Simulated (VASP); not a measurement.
# Os (P6_3/mmc) in VASP: further runs, part 2 of 2

VASP 6.6.1. Earlier steps stand in the parts before.

**3. Single point, r2SCAN+rVV10**

POSCAR

```
Os
1.0
    2.6782863798      0.0000000000      0.0000000000
   -1.3391431899      2.3194640436      0.0000000000
    0.0000000000      0.0000000000      4.2315181138
Os
2
Direct
    0.6666666667      0.3333333333      0.7500000000
    0.3333333333      0.6666666667      0.2500000000
```

INCAR.step1

```
SYSTEM = Os
ALGO     = Normal         ! electronic algorithm
EDIFF    = 1E-5           ! SCF threshold, eV
ENCUT    = 620            ! plane-wave cutoff, eV
GGA      = PE             ! functional
GGA_COMPAT= .False.      
ISMEAR   = -1             ! smearing method
LASPH    = .True.         ! aspherical terms in the spheres
LCHARG   = .False.        ! write CHGCAR
LREAL    = .False.        ! projectors in reciprocal space
LWAVE    = .True.         ! write WAVECAR
NBANDS   = 23             ! bands
NELM     = 120            ! most SCF steps
PREC     = Accurate       ! precision mode
SIGMA    = 0.05           ! smearing width, eV
```

INCAR.step2

```
SYSTEM = Os
ALGO     = Normal         ! electronic algorithm
BPARAM   = 11.95        
CPARAM   = 0.0093       
EDIFF    = 1E-6           ! SCF threshold, eV
ENCUT    = 620            ! plane-wave cutoff, eV
GGA_COMPAT= .False.      
ISIF     = 2              ! what is computed and relaxed
ISMEAR   = -1             ! smearing method
ISTART   = 1            
IVDW_NL  = 2            
LASPH    = .True.         ! aspherical terms in the spheres
LCHARG   = .True.         ! write CHGCAR
LELF     = .True.         ! ELF
LMIXTAU  = .True.       
LREAL    = .False.        ! projectors in reciprocal space
LUSE_VDW = .True.       
LVHAR    = .True.       
LWAVE    = .False.        ! write WAVECAR
METAGGA  = R2SCAN         ! meta-GGA
NBANDS   = 23             ! bands
NELM     = 120            ! most SCF steps
PREC     = Accurate       ! precision mode
SIGMA    = 0.05           ! smearing width, eV
```

KPOINTS

```
k-points
0
Gamma
  11 11 6
  0 0 0
```

Potentials or basis: VASP PAW PBE potentials, release 64 (Os_sv_GW).

Started as:

```console
> cat potpaw_PBE.64/Os_sv_GW/POTCAR > POTCAR
> cp INCAR.step1 INCAR
> mpirun -np 1 vasp_std > vasp.out
> cp INCAR.step2 INCAR
> mpirun -np 1 vasp_std > vasp.out
```

OUTCAR:

```text
SYSTEM = Os
   BPARAM = 11.95
   EDIFF = 1E-6
   ENCUT = 620
   ISIF = 2
   ISMEAR = -1
   ISTART = 1
   IVDW_NL = 2
   LASPH = .True.
   LREAL = .False.
   METAGGA = R2SCAN
   NELM = 120
   PREC = Accurate

 ion  position               nearest neighbor table
   1  0.667  0.333  0.750-   2 2.62   2 2.62   2 2.62   2 2.62   2 2.62   2 2.62
   2  0.333  0.667  0.250-   1 2.62   1 2.62   1 2.62   1 2.62   1 2.62   1 2.62

  LATTYP: Found a hexagonal cell.
 ALAT       =     2.6782863798
 C/A-ratio  =     1.5799348963

  Lattice vectors:

 A1 = (   2.6782863798,   0.0000000000,   0.0000000000)
 A2 = (  -1.3391431899,   2.3194640436,   0.0000000000)
 A3 = (   0.0000000000,   0.0000000000,   4.2315181138)

Analysis of symmetry for initial positions (statically):
=====================================================================
 Subroutine PRICEL returns:
 Original cell was already a primitive cell.

 Routine SETGRP: Setting up the symmetry group for a
 hexagonal supercell.

 Subroutine GETGRP returns: Found 24 space group operations
 (whereof 12 operations were pure point group operations)
 out of a pool of 24 trial point group operations.

The static configuration has the point symmetry D_3d.
 The point group associated with its full space group is D_6h.

Analysis of symmetry for dynamics (positions and initial velocities):
=====================================================================
 Subroutine PRICEL returns:
 Original cell was already a primitive cell.

 Routine SETGRP: Setting up the symmetry group for a
 hexagonal supercell.

 Subroutine GETGRP returns: Found 24 space group operations
 (whereof 12 operations were pure point group operations)
 out of a pool of 24 trial point group operations.

The dynamic configuration has the point symmetry D_3d.
 The point group associated with its full space group is D_6h.

[... 112 lines left out ...]
   EFERMI =   0.00;   METHOD = LEGACY
   ISMEAR =    -1;   SIGMA  =   0.05  broadening in eV -4-tet -1-fermi 0-gaus
   EFERMI_NEDOS =   21; number of points for ismear=-14 and -15
   IALGO  =     38    algorithm
   IMIX   =      4    mixing-type and parameters
     AMIX     =   0.40;   BMIX     =  1.00
     AMIX_MAG =   1.60;   BMIX_MAG =  1.00
  volume/ion in A,a.u.               =      13.14        88.70
  Fermi-wavevector in a.u.,A,eV,Ry     =   1.748013  3.303265 41.573251  3.055548
  Thomas-Fermi vector in A             =   2.819202
   LORBIT       =      0    0 simple, 1 ext, 2 COOP (PROOUT), +10 PAW based schemes
   METAGGA = R2SCAN    functional components
   LHFCALC =     F    Hartree Fock is set to
   AEXX    =    0.0000 exact exchange contribution
   IVDW_NL    =     2    kernel type
   BPARAM     =11.9500
   IVDW    =     0    specifies the selected vdW correction
   LEPSILON=     F    determine dielectric tensor
   LRPA    =     F    only Hartree local field effects (RPA)
 non-spin polarized calculation
  energy-cutoff  :      620.00
  volume of cell :       26.29
 maximum number of plane-waves:       954
 NGX is ok and might be reduce to    24
   NGX = 11   NGY = 11   NGZ = 17

 number of electron      32.0000000 magnetization

 Free energy of the ion-electron system (eV)
  ---------------------------------------------------
  ext. energy  EPLUGINS =         0.00000000
  ---------------------------------------------------
  free energy    TOTEN  =      -107.52119098 eV

  energy without entropy =     -107.50993653  energy(sigma->0) =     -107.51556375

 E-fermi :  14.7355     XC(G=0): -16.4905

 val. band max:       14.7205782443   @ k =   0.0909   0.0000   0.3333
 cond. band min:      14.7856383952   @ k =   0.0000   0.0000   0.0000
 fundamental gap:      0.0650601509
 Fermi energy:        14.7355074884

 k-point     1 :       0.0000    0.0000    0.0000
  band No.  band energies     occupation
      1     -74.0542      2.00000
      2     -73.8826      2.00000
      3     -33.6099      2.00000
      4     -32.3661      2.00000
      5     -32.3661      2.00000
      6     -32.1353      2.00000
[... 613 lines left out ...]
     22      31.0237      0.00000
     23      31.7395      0.00000

 [... further k-points ...]

------------------------ aborting loop because EDIFF is reached ----------------------------------------

  FORCE on cell =-STRESS in cart. coord.  units (eV):
  Direction    XX          YY          ZZ          XY          YZ          ZX
  --------------------------------------------------------------------------------------
  -------------------------------------------------------------------------------------
  Total        4.6841352      4.6841353      4.9466556      0.0000000      0.0000000      0.0000000
  in kB      285.4954211    285.4954212    301.4958905      0.0000000      0.0000000      0.0000000
  external PRESSURE =     290.8289109 kB  Pullay stress =       0.0000000 kB

 VOLUME and BASIS-vectors are now :
 -----------------------------------------------------------------------------
  energy-cutoff  :      620.00
  volume of cell :       26.29
      direct lattice vectors                 reciprocal lattice vectors
     2.678286380  0.000000000  0.000000000     0.373373067  0.215567041  0.000000000
    -1.339143190  2.319464044  0.000000000     0.000000000  0.431134081  0.000000000
     0.000000000  0.000000000  4.231518114     0.000000000  0.000000000  0.236321805

 POSITION                                       TOTAL-FORCE (eV/Angst)
 -----------------------------------------------------------------------------------
      1.33914      0.77315      3.17364         0.000000     -0.000000      0.000000
     -0.00000      1.54631      1.05788        -0.000000      0.000000      0.000000
 -----------------------------------------------------------------------------------
    total drift:                                0.000000     -0.000000      0.000000

  FREE ENERGIE OF THE ION-ELECTRON SYSTEM (eV)
  ---------------------------------------------------
  free  energy   TOTEN  =      -107.5211909787 eV

  energy  without entropy=     -107.5099365294  energy(sigma->0) =     -107.51556375
```

OSZICAR.step1:

```text
N       E                     dE             d eps       ncg     rms          rms(c)
DAV:   1     0.354043888315E+03    0.35404E+03   -0.25098E+04  2984   0.172E+03
DAV:   2    -0.151764473111E+02   -0.36922E+03   -0.35251E+03  3546   0.508E+02
DAV:   3    -0.263569744485E+02   -0.11181E+02   -0.11094E+02  3581   0.863E+01
DAV:   4    -0.264002093200E+02   -0.43235E-01   -0.43226E-01  3266   0.591E+00
DAV:   5    -0.264003554331E+02   -0.14611E-03   -0.14610E-03  3638   0.316E-01    0.113E+02
DAV:   6    -0.247088859717E+02    0.16915E+01   -0.25449E+00  3350   0.125E+01    0.588E+01
DAV:   7    -0.244816981571E+02    0.22719E+00   -0.12758E+00  3526   0.841E+00    0.112E+01
DAV:   8    -0.244586406975E+02    0.23057E-01   -0.96758E-02  3217   0.295E+00    0.202E+00
DAV:   9    -0.244578719280E+02    0.76877E-03   -0.23536E-03  3596   0.379E-01    0.573E-01
DAV:  10    -0.244577157596E+02    0.15617E-03   -0.23092E-04  3182   0.173E-01    0.338E-01
DAV:  11    -0.244577215494E+02   -0.57898E-05   -0.21211E-06  2039   0.171E-02
   1 F= -.24457722E+02 E0= -.24451746E+02  d E =-.119507E-01
```

Run time: 3.8 min. Hardware: 1 thread of Intel Xeon Platinum 8259CL at 2.50GHz (Skylake/Cascade Lake), shared host; peak memory 0.29 GiB.

Results:

* Free energy: -107.5212 eV
* Pressure: 29.1 GPa
* Band gap on the k mesh: zero (bands 16 and 17 overlap by 4.49 eV)

Caveat: the cell stands under pressure; the PAW data sets were made with another functional, which shifts forces and pressure a little; spin-orbit coupling is left out, which moves the levels of the heavy elements.

The gap in the log of VASP goes by the Fermi energy; the results here count the filled bands.